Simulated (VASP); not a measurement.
# Ti12HN12 in VASP: single point with PBE+D3(BJ)

Aim: the single point of Ti12HN12 with PBE+D3(BJ).

All numbers are computed with VASP 6.6.1; they aren't measurements. Logs are shortened: lines on timing, memory, paths and dates and some standing lists are left out, and cuts for length are marked.

## Step 1: The cell of the first run

The cell holds a slab with vacuum, 25 atoms: a = 5.947 Å, b = 5.947 Å, c = 21.653 Å, α = 90.00°, β = 90.00°, γ = 90.00°.

## Step 2: Single point, PBE+D3(BJ)

Input file INCAR:

```
ALGO = Normal ; DIPOL = 0.5 0.5 0.290
EDIFF = 1E-7 ; ENCUT = 520
GGA = PE ; IDIPOL = 3
ISIF = 2 ; ISMEAR = 0
IVDW = 12 ; LASPH = T
LCHARG = F ; LDIPOL = T
LREAL = Auto ; LWAVE = F
NBANDS = 120 ; NELM = 80
PREC = Accurate ; SIGMA = 0.1
```

Input file KPOINTS:

```
k-points
0
Gamma
  5 5 1
```

Input file POSCAR:

```
Ti12HN12
1.0
    5.9473589866      0.0000000000      0.0000000000
    0.0000000000      5.9473589866      0.0000000000
    0.0000000000      0.0000000000     21.6533569277
Ti N H
12 12 1
Direct
    0.2500000000      0.2500000000      0.1847288628
    0.2500000000      0.7500000000      0.1847288628
    0.7500000000      0.2500000000      0.1847288628
    0.7500000000      0.7500000000      0.1847288628
    0.0000000000      0.0000000000      0.2801771125
    0.0000000000      0.5000000000      0.2801771125
    0.5000000000      0.0000000000      0.2801771125
    0.5000000000      0.5000000000      0.2801771125
    0.2500000000      0.2500000000      0.3715894834
    0.2500000000      0.7500000000      0.3715894834
    0.7500000000      0.2500000000      0.3715894834
    0.7500000000      0.7500000000      0.3715894834
    0.0000000000      0.0000000000      0.1847288628
    0.0000000000      0.5000000000      0.1847288628
    0.5000000000      0.0000000000      0.1847288628
    0.5000000000      0.5000000000      0.1847288628
    0.2500000000      0.2500000000      0.2786780157
    0.2500000000      0.7500000000      0.2786780157
    0.7500000000      0.2500000000      0.2786780157
    0.7500000000      0.7500000000      0.2786780157
    0.0000000000      0.0000000000      0.3811583098
    0.0000000000      0.5000000000      0.3811583098
    0.5000000000      0.0000000000      0.3811583098
    0.5000000000      0.5000000000      0.3811583098
    0.0000000000      0.0833333333      0.5381778431
```

Potentials or basis: VASP PAW PBE potentials, release 64 (Ti_sv, N, H).

Launch:

```bash
$ cat potpaw_PBE.64/Ti_sv/POTCAR potpaw_PBE.64/N/POTCAR potpaw_PBE.64/H/POTCAR > POTCAR
$ mpirun -np 1 vasp_std > vasp.out
```

OUTCAR:

```text
EDIFF = 1E-7
   ENCUT = 520
   GGA = PE
   ISIF = 2
   ISMEAR = 0
   IVDW = 12
   LASPH = T
   LREAL = Auto
   NELM = 80
   PREC = Accurate
 IVDW          = 12

 ion  position               nearest neighbor table
   1  0.250  0.250  0.185-  17 2.03  14 2.10  15 2.10  16 2.10  13 2.10
   2  0.250  0.750  0.185-  18 2.03  14 2.10  15 2.10  16 2.10  13 2.10
   3  0.750  0.250  0.185-  19 2.03  14 2.10  15 2.10  16 2.10  13 2.10
   4  0.750  0.750  0.185-  20 2.03  14 2.10  15 2.10  16 2.10  13 2.10
   5  0.000  0.000  0.280-  13 2.07  17 2.10  18 2.10  19 2.10  20 2.10  21 2.19  11 2.89  12 2.89
                             9 2.89  10 2.89
   6  0.000  0.500  0.280-  14 2.07  17 2.10  18 2.10  19 2.10  20 2.10  22 2.19  11 2.89  12 2.89
                             9 2.89  10 2.89
   7  0.500  0.000  0.280-  15 2.07  17 2.10  18 2.10  19 2.10  20 2.10  23 2.19  11 2.89  12 2.89
                             9 2.89  10 2.89
   8  0.500  0.500  0.280-  16 2.07  17 2.10  18 2.10  19 2.10  20 2.10  24 2.19  11 2.89  12 2.89
                             9 2.89  10 2.89
   9  0.250  0.250  0.372-  17 2.01  21 2.11  22 2.11  23 2.11  24 2.11   6 2.89   7 2.89   8 2.89
                             5 2.89
  10  0.250  0.750  0.372-  18 2.01  21 2.11  22 2.11  23 2.11  24 2.11   6 2.89   7 2.89   8 2.89
                             5 2.89
  11  0.750  0.250  0.372-  19 2.01  21 2.11  22 2.11  23 2.11  24 2.11   6 2.89   7 2.89   8 2.89
                             5 2.89
  12  0.750  0.750  0.372-  20 2.01  21 2.11  22 2.11  23 2.11  24 2.11   6 2.89   7 2.89   8 2.89
                             5 2.89
  13  0.000  0.000  0.185-   5 2.07   2 2.10   3 2.10   4 2.10   1 2.10
  14  0.000  0.500  0.185-   6 2.07   2 2.10   3 2.10   4 2.10   1 2.10
  15  0.500  0.000  0.185-   7 2.07   2 2.10   3 2.10   4 2.10   1 2.10
  16  0.500  0.500  0.185-   8 2.07   2 2.10   3 2.10   4 2.10   1 2.10
  17  0.250  0.250  0.279-   9 2.01   1 2.03   6 2.10   7 2.10   8 2.10   5 2.10
  18  0.250  0.750  0.279-  10 2.01   2 2.03   6 2.10   7 2.10   8 2.10   5 2.10
  19  0.750  0.250  0.279-  11 2.01   3 2.03   6 2.10   7 2.10   8 2.10   5 2.10
  20  0.750  0.750  0.279-  12 2.01   4 2.03   6 2.10   7 2.10   8 2.10   5 2.10
  21  0.000  0.000  0.381-   9 2.11  10 2.11  11 2.11  12 2.11   5 2.19
  22  0.000  0.500  0.381-   9 2.11  10 2.11  11 2.11  12 2.11   6 2.19
  23  0.500  0.000  0.381-   9 2.11  10 2.11  11 2.11  12 2.11   7 2.19
  24  0.500  0.500  0.381-   9 2.11  10 2.11  11 2.11  12 2.11   8 2.19
  25  0.000  0.083  0.538-

  LATTYP: Found a simple tetragonal cell.
 ALAT       =     5.9473589866
 C/A-ratio  =     3.6408357014

  Lattice vectors:

 A1 = (   5.9473589866,   0.0000000000,   0.0000000000)
 A2 = (   0.0000000000,   5.9473589866,   0.0000000000)
 A3 = (   0.0000000000,   0.0000000000,  21.6533569277)

Analysis of symmetry for initial positions (statically):
=====================================================================
 Subroutine PRICEL returns:
 Original cell was already a primitive cell.

 Routine SETGRP: Setting up the symmetry group for a
 simple tetragonal supercell.

 Subroutine GETGRP returns: Found  2 space group operations
 (whereof  2 operations were pure point group operations)
 out of a pool of 16 trial point group operations.

The static configuration has the point symmetry C_1h.

Analysis of symmetry for dynamics (positions and initial velocities):
=====================================================================
 Subroutine PRICEL returns:
 Original cell was already a primitive cell.

 Routine SETGRP: Setting up the symmetry group for a
 simple tetragonal supercell.

 Subroutine GETGRP returns: Found  2 space group operations
 (whereof  2 operations were pure point group operations)
 out of a pool of 16 trial point group operations.

The dynamic configuration has the point symmetry C_1h.

 Subroutine INISYM returns: Found  2 space group operations
 (whereof  2 operations are pure point group operations),
 and found     1 'primitive' translations

----------------------------------------------------------------------------------------

                                     Primitive cell

  volume of cell :     765.9026

  direct lattice vectors                    reciprocal lattice vectors
     5.947358987  0.000000000  0.000000000     0.168141860  0.000000000  0.000000000
     0.000000000  5.947358987  0.000000000     0.000000000  0.168141860  0.000000000
     0.000000000  0.000000000 21.653356928     0.000000000  0.000000000  0.046182216

  length of vectors
     5.947358987  5.947358987 21.653356928     0.168141860  0.168141860  0.046182216

  position of ions in fractional coordinates (direct lattice)
     0.250000000  0.250000000  0.184728863
     0.250000000  0.750000000  0.184728863
     0.750000000  0.250000000  0.184728863
     0.750000000  0.750000000  0.184728863
     0.000000000  0.000000000  0.280177112
     0.000000000  0.500000000  0.280177112
[... 17 lines left out ...]
     0.500000000  0.500000000  0.381158310
     0.000000000  0.083333333  0.538177843

  ion indices of the primitive-cell ions
   primitive index   ion index
                 1           1
                 2           2
                 3           3
                 4           4
                 5           5
                 6           6
[... 17 lines left out ...]
                24          24
                25          25

----------------------------------------------------------------------------------------

 KPOINTS: k-points

Automatic generation of k-mesh.
 Grid dimensions read from file:
 generate k-points for:    5    5    1

 Generating k-lattice:

  Cartesian coordinates                     Fractional coordinates (reciprocal lattice)
     0.033628372  0.000000000  0.000000000     0.200000000  0.000000000  0.000000000
     0.000000000  0.033628372  0.000000000     0.000000000  0.200000000  0.000000000
     0.000000000  0.000000000  0.046182216     0.000000000  0.000000000  1.000000000

  Length of vectors
     0.033628372  0.033628372  0.046182216

  Shift w.r.t. Gamma in fractional coordinates (k-lattice)
     0.000000000  0.000000000  0.000000000

 Subroutine IBZKPT returns following result:
 ===========================================

 Found      9 irreducible k-points:

 Following reciprocal coordinates:
            Coordinates               Weight
  0.000000  0.000000  0.000000      1.000000
  0.200000  0.000000  0.000000      2.000000
  0.000000  0.200000  0.000000      2.000000
  0.400000  0.000000  0.000000      2.000000
  0.000000  0.400000  0.000000      2.000000
  0.200000  0.200000  0.000000      4.000000
  0.400000  0.200000  0.000000      4.000000
 -0.200000  0.400000  0.000000      4.000000
  0.400000  0.400000  0.000000      4.000000
   k-points           NKPTS =      9   k-points in BZ     NKDIM =      9   number of bands    NBANDS=    120
   number of dos      NEDOS =    301   number of ions     NIONS =     25
   total plane-waves  NPLWV = 373248
   dimension x,y,z NGX =    48 NGY =   48 NGZ =  162
   dimension x,y,z NGXF=    96 NGYF=   96 NGZF=  324
   ions per type =              12  12   1
   NGX,Y,Z   is equivalent  to a cutoff of  13.42, 13.42, 12.44 a.u.
   NGXF,Y,Z  is equivalent  to a cutoff of  26.83, 26.83, 24.88 a.u.
 SYSTEM =  unknown system
   PREC   = accura    normal or accurate (medium, high low for compatibility)
   ISTART =      0    job   : 0-new  1-cont  2-samecut
   ICHARG =      2    charge: 1-file 2-atom 10-const
   ISPIN  =      1    spin polarized calculation?
   LNONCOLLINEAR =      F non collinear calculations
   LSORBIT =      F    spin-orbit coupling
   LASPH  =      T    aspherical Exc in radial PAW
   ENCUT  =  520.0 eV  38.22 Ry    6.18 a.u.  11.06 11.06 40.26*2*pi/ulx,y,z
   NELM   =     80;   NELMIN=  2; NELMDL= -5     # of ELM steps
   EDIFF  = 0.1E-06   stopping-criterion for ELM
   LREAL  =      T    real-space projection
   EDIFFG = 0.1E-05   stopping-criterion for IOM
   NSW    =      0    number of steps for IOM
   IBRION =     -1    ionic relax: 0-MD 1-quasi-New 2-CG
   NFREE  =      0    steps in history (QN), initial steepest desc. (CG)
   ISIF   =      2    stress and relaxation
   ISYM   =      2    0-nonsym 1-usesym 2-fastsym
   POTIM  = 0.5000    time-step for ionic-motion
   TEBEG  =    0.0;   TEEND  =   0.0 temperature during run
   PSTRESS=    0.0 pullay stress
   NELECT =     205.0000    total number of electrons
   NUPDOWN=      -1.0000    fix difference up-down
   EMIN   =  10.00;   EMAX   =-10.00  energy-range for DOS
   EFERMI =   0.00;   METHOD = LEGACY
   ISMEAR =     0;   SIGMA  =   0.10  broadening in eV -4-tet -1-fermi 0-gaus
   EFERMI_NEDOS =   21; number of points for ismear=-14 and -15
   IALGO  =     38    algorithm
   IMIX   =      4    mixing-type and parameters
     AMIX     =   0.40;   BMIX     =  1.00
     AMIX_MAG =   1.60;   BMIX_MAG =  1.00
  volume/ion in A,a.u.               =      30.64       206.74
  Fermi-wavevector in a.u.,A,eV,Ry     =   1.055038  1.993734 15.144727  1.113106
  Thomas-Fermi vector in A             =   2.190221
   LORBIT       =      0    0 simple, 1 ext, 2 COOP (PROOUT), +10 PAW based schemes
   GGA     = PE    functional components
   LHFCALC =     F    Hartree Fock is set to
   AEXX    =    0.0000 exact exchange contribution
   IVDW    =    12    specifies the selected vdW correction
   LEPSILON=     F    determine dielectric tensor
   LRPA    =     F    only Hartree local field effects (RPA)
 non-spin polarized calculation
 Gauss-broadening in eV      SIGMA  =   0.10
  energy-cutoff  :      520.00
  volume of cell :      765.90
 maximum number of plane-waves:     20646
 NGX is ok and might be reduce to    48
   NGX = 23   NGY = 23   NGZ = 81

 dipolmoment           0.000000      0.000000     -0.008462 electrons x Angstroem

 number of electron     204.9999952 magnetization

 dipolmoment           0.000000      0.000000      0.694096 electrons x Angstroem

 Free energy of the ion-electron system (eV)
  ---------------------------------------------------
  ext. energy  EPLUGINS =         0.00000000
  ---------------------------------------------------
  free energy    TOTEN  =      -230.34167609 eV

  energy without entropy =     -230.26288052  energy(sigma->0) =     -230.30227831

 E-fermi :   0.6398     XC(G=0):  -4.9545

 val. band max:        0.6208016375   @ k =   0.4000   0.4000   0.0000
 cond. band min:       0.6522072338   @ k =   0.2000   0.0000   0.0000
 fundamental gap:      0.0314055964
 Fermi energy:         0.6398160385

 k-point     1 :       0.0000    0.0000    0.0000
  band No.  band energies     occupation
      1     -57.3300      2.00000
      2     -57.2899      2.00000
      3     -57.2892      2.00000
      4     -57.2553      2.00000
      5     -57.1868      2.00000
      6     -57.1407      2.00000
[... 106 lines left out ...]
    113       1.8395      0.00000
    114       1.9319      0.00000
[... 934 lines left out ...]
    113       1.7493      0.00000
    114       1.7499      0.00000
 [bands above 114 left out]

------------------------ aborting loop because EDIFF is reached ----------------------------------------

 vacuum level on the upper side and lower side of the slab       (xc-potential included)         1.588        -1.879

 Edisp (eV)   -7.69550

 E8    (eV) :    -3.3824

  FORCE on cell =-STRESS in cart. coord.  units (eV):
  Direction    XX          YY          ZZ          XY          YZ          ZX
  --------------------------------------------------------------------------------------
  -------------------------------------------------------------------------------------
  Total     -15.15897   -15.06574    -0.93051     0.00000     0.12769     0.00000
  in kB     -31.71076   -31.51573    -1.94652     0.00000     0.26712     0.00000
  external pressure =      -21.72 kB  Pullay stress =        0.00 kB

 VOLUME and BASIS-vectors are now :
 -----------------------------------------------------------------------------
  energy-cutoff  :      520.00
  volume of cell :      765.90
      direct lattice vectors                 reciprocal lattice vectors
     5.947358987  0.000000000  0.000000000     0.168141860  0.000000000  0.000000000
     0.000000000  5.947358987  0.000000000     0.000000000  0.168141860  0.000000000
     0.000000000  0.000000000 21.653356928     0.000000000  0.000000000  0.046182216

 POSITION                                       TOTAL-FORCE (eV/Angst)
 -----------------------------------------------------------------------------------
      1.48684      1.48684      4.00000        -0.008521     -0.004308      1.774386
      1.48684      4.46052      4.00000        -0.003716      0.005714      1.813945
      4.46052      1.48684      4.00000         0.008521     -0.004308      1.774386
      4.46052      4.46052      4.00000         0.003716      0.005714      1.813945
      0.00000      0.00000      6.06678         0.000000     -0.010903     -0.018086
      0.00000      2.97368      6.06678         0.000000      0.010032      0.031241
[... 17 lines left out ...]
      2.97368      2.97368      8.25336         0.000000      0.013946     -0.334914
      0.00000      0.49561     11.65336         0.000000      0.036293     -0.430955
 -----------------------------------------------------------------------------------
    total drift:                                0.000000     -0.000008      0.136470

  FREE ENERGIE OF THE ION-ELECTRON SYSTEM (eV)
  ---------------------------------------------------
  free  energy   TOTEN  =      -238.0371739883 eV

  energy  without entropy=     -237.9583784183  energy(sigma->0) =     -237.99777620

 vacuum level on the upper side and lower side of the slab         6.484         2.927
```

It took 65 min on 1 thread of Intel Xeon 8259CL, shared host; peak memory 1.1 GiB.

What came out:

| Quantity | Value |
| --- | --- |
| Free energy | -238.0372 eV |
| Largest force | 1.866 eV/Å |
| Band gap on the k mesh | zero (an odd number of electrons rules out a gap without spin polarisation) |
| Dispersion energy per atom | -0.308 eV |

Forces in eV/Å, atoms in the order of the input:
```
Ti  -0.009 -0.004  1.774
Ti  -0.004  0.006  1.814
Ti   0.009 -0.004  1.774
Ti   0.004  0.006  1.814
Ti   0.000 -0.011 -0.018
Ti   0.000  0.010  0.031
Ti   0.000  0.001  0.034
Ti   0.000 -0.002  0.059
Ti  -0.126 -0.090  0.692
Ti  -0.078  0.079  0.505
Ti   0.126 -0.090  0.692
Ti   0.078  0.079  0.505
N    0.000 -0.006 -1.802
N    0.000  0.002 -1.833
N    0.000  0.005 -1.837
N    0.000 -0.003 -1.866
N   -0.001 -0.004 -0.068
N   -0.009  0.004 -0.066
N    0.001 -0.004 -0.068
N    0.009  0.004 -0.066
N    0.000 -0.039 -0.531
N    0.000  0.024 -0.397
N    0.000 -0.014 -0.376
N    0.000  0.014 -0.335
H    0.000  0.036 -0.431
```

Caveat: an odd number of electrons without spin polarisation forces a metal; a magnetic or distorted state may lie lower.

The gap in the log of VASP goes by the Fermi energy; the results here count the filled bands.